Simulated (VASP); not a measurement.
# MoS2 in VASP: notebook

The runs below take MoS2 through single point, with PBEsol, PBE, r2SCAN.

All numbers are computed with VASP 6.6.1; they aren't measurements. Logs are shortened: lines on timing, memory, paths and dates and some standing lists are left out, and cuts for length are marked.

## Step 1: The cell of the first run

The structure is trigonal, space group R3m (No. 160). Conventional cell: a = 3.160 Å, b = 3.160 Å, c = 18.450 Å, α = 90.00°, β = 90.00°, γ = 120.00°. Within 3.2 Å of Mo (site symmetry 3m) lie 6 S at 2.39 Å and 6 Mo at 3.16 Å. Within 3.2 Å of S (site symmetry 3m) lie 3 Mo at 2.39 Å and 7 S at 3.08 to 3.16 Å. S (site symmetry 3m) has 3 Mo at 2.39 Å and 7 S at 3.08 to 3.16 Å within 3.2 Å.

## Step 2: Single point, PBEsol

INCAR

```
  PREC = Accurate
  ENCUT = 520
  EDIFF = 1E-7
  ISMEAR = 0
  SIGMA = 0.1
  LREAL = F
  LASPH = T
  NELM = 80
  ALGO = Normal
  ISIF = 2
  LWAVE = F
  LCHARG = F
  GGA = PS
  NBANDS = 20
```

KPOINTS

```
regular mesh
0
Gamma
  10 10 10
```

POSCAR

```
MoS2
1.0
    1.5800000000      0.9122134253      6.1500000000
   -1.5800000000      0.9122134253      6.1500000000
    0.0000000000     -1.8244268506      6.1500000000
Mo S
1 2
Direct
    0.0000000000      0.0000000000      0.0000000000
    0.4170000000      0.4170000000      0.4170000000
    0.2500000000      0.2500000000      0.2500000000
```

Potentials or basis: VASP PAW PBE potentials, release 64 (Mo_sv, S).

Run with:

```console
> cat potpaw_PBE.64/Mo_sv/POTCAR potpaw_PBE.64/S/POTCAR > POTCAR
> mpirun -np 1 vasp_std > vasp.out
```

OUTCAR:

```text
PREC = Accurate
   ENCUT = 520
   EDIFF = 1E-7
   ISMEAR = 0
   LREAL = F
   LASPH = T
   NELM = 80
   ISIF = 2
   GGA = PS

 ion  position               nearest neighbor table
   1  0.000  0.000  0.000-   3 2.39   3 2.39   3 2.39   2 2.39   2 2.39   2 2.39
   2  0.417  0.417  0.417-   1 2.39   1 2.39   1 2.39
   3  0.250  0.250  0.250-   1 2.39   1 2.39   1 2.39

  LATTYP: Found a trigonal (rhomboedric) cell.
 ALAT       =     6.4149071181
 COS(alpha) =     0.8786713335

  Lattice vectors:

 A1 = (   1.5800000000,   0.9122134253,   6.1500000000)
 A2 = (  -1.5800000000,   0.9122134253,   6.1500000000)
 A3 = (   0.0000000000,  -1.8244268506,   6.1500000000)

Analysis of symmetry for initial positions (statically):
=====================================================================
 Subroutine PRICEL returns:
 Original cell was already a primitive cell.

 Routine SETGRP: Setting up the symmetry group for a
 trigonal (rhombohedral) supercell.

 Subroutine GETGRP returns: Found  6 space group operations
 (whereof  6 operations were pure point group operations)
 out of a pool of 12 trial point group operations.

The static configuration has the point symmetry C_3v.

Analysis of symmetry for dynamics (positions and initial velocities):
=====================================================================
 Subroutine PRICEL returns:
 Original cell was already a primitive cell.

 Routine SETGRP: Setting up the symmetry group for a
 trigonal (rhombohedral) supercell.

 Subroutine GETGRP returns: Found  6 space group operations
 (whereof  6 operations were pure point group operations)
 out of a pool of 12 trial point group operations.

The dynamic configuration has the point symmetry C_3v.

 Subroutine INISYM returns: Found  6 space group operations
 (whereof  6 operations are pure point group operations),
 and found     1 'primitive' translations

----------------------------------------------------------------------------------------

                                     Primitive cell

  volume of cell :      53.1839

  direct lattice vectors                    reciprocal lattice vectors
     1.580000000  0.912213425  6.150000000     0.316455696  0.182705781  0.054200542
    -1.580000000  0.912213425  6.150000000    -0.316455696  0.182705781  0.054200542
     0.000000000 -1.824426851  6.150000000     0.000000000 -0.365411563  0.054200542

  length of vectors
     6.414907118  6.414907118  6.414907118     0.369409406  0.369409406  0.369409406

  position of ions in fractional coordinates (direct lattice)
     0.000000000  0.000000000  0.000000000
     0.417000000  0.417000000  0.417000000
     0.250000000  0.250000000  0.250000000

  ion indices of the primitive-cell ions
   primitive index   ion index
                 1           1
                 2           2
                 3           3

----------------------------------------------------------------------------------------

 KPOINTS: regular mesh

Automatic generation of k-mesh.
 Grid dimensions read from file:
 generate k-points for:   10   10   10

 Generating k-lattice:

  Cartesian coordinates                     Fractional coordinates (reciprocal lattice)
     0.031645570  0.018270578  0.005420054     0.100000000  0.000000000  0.000000000
    -0.031645570  0.018270578  0.005420054     0.000000000  0.100000000  0.000000000
     0.000000000 -0.036541156  0.005420054     0.000000000  0.000000000  0.100000000

  Length of vectors
     0.036940941  0.036940941  0.036940941

  Shift w.r.t. Gamma in fractional coordinates (k-lattice)
     0.000000000  0.000000000  0.000000000

 Subroutine IBZKPT returns following result:
 ===========================================

 Found    116 irreducible k-points:

 Following reciprocal coordinates:
            Coordinates               Weight
  0.000000  0.000000  0.000000      1.000000
  0.100000 -0.000000  0.000000      6.000000
  0.200000 -0.000000  0.000000      6.000000
  0.300000 -0.000000 -0.000000      6.000000
  0.400000 -0.000000 -0.000000      6.000000
  0.500000 -0.000000 -0.000000      3.000000
[... 16 lines left out ...]
  0.300000  0.300000  0.000000      6.000000
  0.400000  0.300000  0.000000     12.000000
 [... further k-points ...]
   k-points           NKPTS =    116   k-points in BZ     NKDIM =    116   number of bands    NBANDS=     20
   number of dos      NEDOS =    301   number of ions     NIONS =      3
   total plane-waves  NPLWV = 110592
   dimension x,y,z NGX =    48 NGY =   48 NGZ =   48
   dimension x,y,z NGXF=    96 NGYF=   96 NGZF=   96
   ions per type =               1   2
   NGX,Y,Z   is equivalent  to a cutoff of  12.44, 12.44, 12.44 a.u.
   NGXF,Y,Z  is equivalent  to a cutoff of  24.88, 24.88, 24.88 a.u.
 SYSTEM =  unknown system
   PREC   = accura    normal or accurate (medium, high low for compatibility)
   ISTART =      0    job   : 0-new  1-cont  2-samecut
   ICHARG =      2    charge: 1-file 2-atom 10-const
   ISPIN  =      1    spin polarized calculation?
   LNONCOLLINEAR =      F non collinear calculations
   LSORBIT =      F    spin-orbit coupling
   LASPH  =      T    aspherical Exc in radial PAW
   ENCUT  =  520.0 eV  38.22 Ry    6.18 a.u.  11.93 11.93 11.93*2*pi/ulx,y,z
   NELM   =     80;   NELMIN=  2; NELMDL= -5     # of ELM steps
   EDIFF  = 0.1E-06   stopping-criterion for ELM
   LREAL  =      F    real-space projection
   EDIFFG = 0.1E-05   stopping-criterion for IOM
   NSW    =      0    number of steps for IOM
   IBRION =     -1    ionic relax: 0-MD 1-quasi-New 2-CG
   NFREE  =      0    steps in history (QN), initial steepest desc. (CG)
   ISIF   =      2    stress and relaxation
   ISYM   =      2    0-nonsym 1-usesym 2-fastsym
   POTIM  = 0.5000    time-step for ionic-motion
   TEBEG  =    0.0;   TEEND  =   0.0 temperature during run
   PSTRESS=    0.0 pullay stress
   NELECT =      26.0000    total number of electrons
   NUPDOWN=      -1.0000    fix difference up-down
   EMIN   =  10.00;   EMAX   =-10.00  energy-range for DOS
   EFERMI =   0.00;   METHOD = LEGACY
   ISMEAR =     0;   SIGMA  =   0.10  broadening in eV -4-tet -1-fermi 0-gaus
   EFERMI_NEDOS =   21; number of points for ismear=-14 and -15
   IALGO  =     38    algorithm
   IMIX   =      4    mixing-type and parameters
     AMIX     =   0.40;   BMIX     =  1.00
     AMIX_MAG =   1.60;   BMIX_MAG =  1.00
  volume/ion in A,a.u.               =      17.73       119.63
  Fermi-wavevector in a.u.,A,eV,Ry     =   1.289652  2.437089 22.629252  1.663203
  Thomas-Fermi vector in A             =   2.421532
   LORBIT       =      0    0 simple, 1 ext, 2 COOP (PROOUT), +10 PAW based schemes
   GGA     = PS    functional components
   LHFCALC =     F    Hartree Fock is set to
   AEXX    =    0.0000 exact exchange contribution
   IVDW    =     0    specifies the selected vdW correction
   LEPSILON=     F    determine dielectric tensor
   LRPA    =     F    only Hartree local field effects (RPA)
 non-spin polarized calculation
 Gauss-broadening in eV      SIGMA  =   0.10
  energy-cutoff  :      520.00
  volume of cell :       53.18
 maximum number of plane-waves:      1448
   NGX = 23   NGY = 23   NGZ = 23

 number of electron      25.9999998 magnetization

 Free energy of the ion-electron system (eV)
  ---------------------------------------------------
  ext. energy  EPLUGINS =         0.00000000
  ---------------------------------------------------
  free energy    TOTEN  =       -23.44426320 eV

  energy without entropy =      -23.44426320  energy(sigma->0) =      -23.44426320

 E-fermi :   7.9595     XC(G=0): -11.0041

 val. band max:        7.5817927256   @ k =   0.5000   0.5000   0.5000
 cond. band min:       8.5065774689   @ k =  -0.2000   0.2000   0.0000
 fundamental gap:      0.9247847433
 Fermi energy:         7.9595411977

 k-point     1 :       0.0000    0.0000    0.0000
  band No.  band energies     occupation
      1     -53.8941      2.00000
      2     -28.0980      2.00000
      3     -27.8601      2.00000
      4     -27.8601      2.00000
      5      -7.5419      2.00000
      6      -5.7964      2.00000
[... 12 lines left out ...]
     19      15.6147      0.00000
     20      15.9522      0.00000

 k-point     2 :       0.1000   -0.0000    0.0000
  band No.  band energies     occupation
      1     -53.8901      2.00000
      2     -28.0900      2.00000
      3     -27.9006      2.00000
      4     -27.8693      2.00000
      5      -7.3847      2.00000
      6      -5.7493      2.00000
[... 12 lines left out ...]
     19      16.0129      0.00000
     20      16.2798      0.00000

 k-point     3 :       0.2000   -0.0000    0.0000
  band No.  band energies     occupation
      1     -53.8795      2.00000
      2     -28.0691      2.00000
      3     -28.0052      2.00000
      4     -27.8931      2.00000
      5      -6.9469      2.00000
      6      -5.6180      2.00000
[... 12 lines left out ...]
     19      16.1494      0.00000
     20      16.5704      0.00000

 k-point     4 :       0.3000   -0.0000   -0.0000
  band No.  band energies     occupation
      1     -53.8664      2.00000
      2     -28.1322      2.00000
      3     -28.0431      2.00000
      4     -27.9224      2.00000
      5      -6.3351      2.00000
      6      -5.4372      2.00000
[... 12 lines left out ...]
     19      15.2495      0.00000
     20      15.7334      0.00000

 k-point     5 :       0.4000   -0.0000   -0.0000
  band No.  band energies     occupation
      1     -53.8558      2.00000
      2     -28.2332      2.00000
      3     -28.0220      2.00000
      4     -27.9460      2.00000
      5      -5.7505      2.00000
      6      -5.2743      2.00000
[... 12 lines left out ...]
     19      14.4762      0.00000
     20      15.0213      0.00000
[... 353 lines left out ...]
      6      -5.1722      2.00000
[... 12 lines left out ...]
     19      15.5664      0.00000
     20      16.5100      0.00000

 k-point    22 :      -0.2000    0.2000    0.0000
  band No.  band energies     occupation
      1     -53.8604      2.00000
      2     -28.1537      2.00000
      3     -28.0310      2.00000
      4     -27.9738      2.00000
      5      -6.0367      2.00000
      6      -5.3166      2.00000
[... 12 lines left out ...]
     19      15.6770      0.00000
     20      16.5399      0.00000

 k-point    23 :       0.3000    0.3000    0.0000
  band No.  band energies     occupation
      1     -53.8664      2.00000
      2     -28.1322      2.00000
      3     -28.0431      2.00000
      4     -27.9224      2.00000
      5      -6.2876      2.00000
      6      -5.5049      2.00000
[... 12 lines left out ...]
     19      15.3979      0.00000
     20      16.1191      0.00000

 k-point    24 :       0.4000    0.3000    0.0000
  band No.  band energies     occupation
      1     -53.8591      2.00000
      2     -28.1853      2.00000
      3     -28.0285      2.00000
      4     -27.9562      2.00000
      5      -5.8933      2.00000
      6      -5.3912      2.00000
[... 12 lines left out ...]
     19      15.1912      0.00000
     20      16.0943      0.00000

 [... further k-points ...]
[... 5 lines left out ...]
  --------------------------------------------------------------------------------------
  -------------------------------------------------------------------------------------
  Total       -0.2168542     -0.2168542      0.7622430      0.0000000      0.0000000      0.0000000
  in kB       -6.5327881     -6.5327881     22.9627609      0.0000000      0.0000000      0.0000000
  external PRESSURE =       3.2990616 kB  Pullay stress =       0.0000000 kB

 VOLUME and BASIS-vectors are now :
 -----------------------------------------------------------------------------
  energy-cutoff  :      520.00
  volume of cell :       53.18
      direct lattice vectors                 reciprocal lattice vectors
     1.580000000  0.912213425  6.150000000     0.316455696  0.182705781  0.054200542
    -1.580000000  0.912213425  6.150000000    -0.316455696  0.182705781  0.054200542
     0.000000000 -1.824426851  6.150000000     0.000000000 -0.365411563  0.054200542

 POSITION                                       TOTAL-FORCE (eV/Angst)
 -----------------------------------------------------------------------------------
      0.00000      0.00000      0.00000         0.000000      0.000000      0.086067
      0.00000      0.00000      7.69365         0.000000      0.000000      0.173620
      0.00000      0.00000      4.61250         0.000000     -0.000000     -0.259687
 -----------------------------------------------------------------------------------
    total drift:                                0.000000     -0.000000      0.000047

  FREE ENERGIE OF THE ION-ELECTRON SYSTEM (eV)
  ---------------------------------------------------
  free  energy   TOTEN  =       -23.4442631957 eV

  energy  without entropy=      -23.4442631956  energy(sigma->0) =      -23.44426320
```

Run time: 4.3 min. Hardware: 1 thread of AMD EPYC 7R13 (Zen 3), shared host; peak memory 0.35 GiB.

Results:

```yaml
Free_energy: -23.4443 eV
Pressure: 0.3 GPa
Largest_force: 0.260 eV/Å
Band_gap_on_the_k_mesh: 0.92 eV (least direct gap 1.96 eV)
```

Forces on the atoms (eV/Å):
```
Mo   0.000  0.000  0.086
S    0.000  0.000  0.174
S    0.000  0.000 -0.260
```

Levels at points of the mesh, in eV from the valence-band top:
| k point | band 9 | band 10 | band 11 | band 12 | band 13 | band 14 | band 15 | band 16 | band 17 | band 18 |
| --- | --- | --- | --- | --- | --- | --- | --- | --- | --- | --- |
| (0.00, 0.00, 0.00) | -3.49 | -2.34 | -2.34 | -1.27 | -1.20 | 2.02 | 2.02 | 2.46 | 2.46 | 5.40 |
| (0.50, 0.00, 0.00) | -5.10 | -4.08 | -2.37 | -1.66 | -1.52 | 1.58 | 2.00 | 3.45 | 3.50 | 5.18 |
| (0.50, 0.50, 0.00) | -4.81 | -4.01 | -2.94 | -1.85 | -1.35 | 1.53 | 2.13 | 2.98 | 3.93 | 5.93 |
| (0.50, 0.50, 0.50) | -3.50 | -3.50 | -2.32 | -2.32 | 0.00 | 2.12 | 2.12 | 2.32 | 2.32 | 5.50 |

Caveat: the PAW data sets were made with another functional, which shifts forces and pressure a little. A k mesh can miss the band edges.

(Part 1 of 2 ends here.)
